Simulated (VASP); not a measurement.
Input of a VASP 6.6.1 run:

File INCAR:

```
SYSTEM = HfC
PREC = Accurate
ENCUT = 520
EDIFF = 1E-6
ISMEAR = -1
SIGMA = 0.05
LREAL = .FALSE.
LASPH = .TRUE.
NELM = 150
ALGO = Normal
ISIF = 2
LWAVE = .FALSE.
LCHARG = .FALSE.
LMAXMIX = 4
LDAU = .TRUE.
LDAUTYPE = 2
LDAUL = 2 -1
LDAUU = 4 0
LDAUJ = 0 0
LDAUPRINT = 1
GGA = CA
NBANDS = 14
```

Contents of KPOINTS:

```
Automatic mesh
0
G
  10 10 10
  0 0 0
```

The input POSCAR:

```
HfC
1.0
    0.0000000000      2.3080577057      2.3080577057
    2.3080577057      0.0000000000      2.3080577057
    2.3080577057      2.3080577057      0.0000000000
Hf C
1 1
Direct
    0.5000000000      0.5000000000      0.5000000000
    0.0000000000      0.0000000000      0.0000000000
```

Potentials or basis: VASP PAW LDA potentials, release 64 (Hf_pv, C).

Run with:

```bash
$ cat potpaw_LDA.64/Hf_pv/POTCAR potpaw_LDA.64/C/POTCAR > POTCAR
$ mpirun -np 1 vasp_std > vasp.out
```

Problem. Estimate the band gap on the k mesh.

Solution. Zero (band 7 reaches 7.41 eV, above the bottom of band 8 at 6.06 eV).

Problem. What does it give for the pressure?

Solution. 8.5 GPa.

Eigenvalues of the final occupation matrices:
| site | spin | trace | eigenvalues |
| --- | --- | --- | --- |
| site 1 d | 1 | 0.81 | 0.11 0.11 0.11 0.24 0.24 |
| site 1 d | 2 | 0.81 | 0.11 0.11 0.11 0.24 0.24 |

Caveat: spin-orbit coupling is left out, which moves the levels of the heavy elements; U without spin polarisation on a metal has little footing; the U is typed as a test and isn't derived for this compound.
